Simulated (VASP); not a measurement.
SnO2:

```xyz
3
Lattice="0.0000 2.5741 2.5741 2.5741 0.0000 2.5741 2.5741 2.5741 0.0000" Properties=species:S:1:pos:R:3 pbc="T T T"
Sn    0.0000    0.0000    0.0000
O     3.8612    3.8612    3.8612
O     1.2871    1.2871    1.2871
```

- Program: VASP 6.6.1
- Task: relaxation of cell and atoms
- Functional: BLYP
- Potentials or basis: VASP PAW PBE potentials, release 64 (Sn_d, O)
- Cutoff: 600 eV
- k mesh: 9 × 9 × 9
- Occupations: fermi-dirac, width 0.05 eV
- Spin: no spin polarisation

At the start: pressure 6.3 GPa; volume 11.37 Å³/atom.

Question: Where does the relaxation end?

Answer: Over 3 steps the energy falls by 7.7 meV/atom and the volume is 11.78 Å³/atom (+3.6 %); space group Fm-3m (No. 225, to 0.1 Å) before and after.

The path:
| step | energy change (eV) | largest force (eV/Å) | pressure (GPa) | volume (Å³) |
| --- | --- | --- | --- | --- |
| 1 | 0.0000 | 0.0000 | 6.35 | 34.11 |
| 2 | -0.0075 | 0.0000 | -4.61 | 36.39 |
| 3 | -0.0232 | 0.0000 | -0.04 | 35.33 |

Final structure:
```yaml
crystal:
  lattice:
    - [0.00000, 2.60436, 2.60436]
    - [2.60436, 0.00000, 2.60436]
    - [2.60436, 2.60436, 0.00000]
  atoms:
    - { symbol: Sn, position: [0.00000, 0.00000, 0.00000] }
    - { symbol: O, position: [0.75000, 0.75000, 0.75000] }
    - { symbol: O, position: [0.25000, 0.25000, 0.25000] }
```

Caveat: the PAW data sets were made with another functional, which shifts forces and pressure a little.
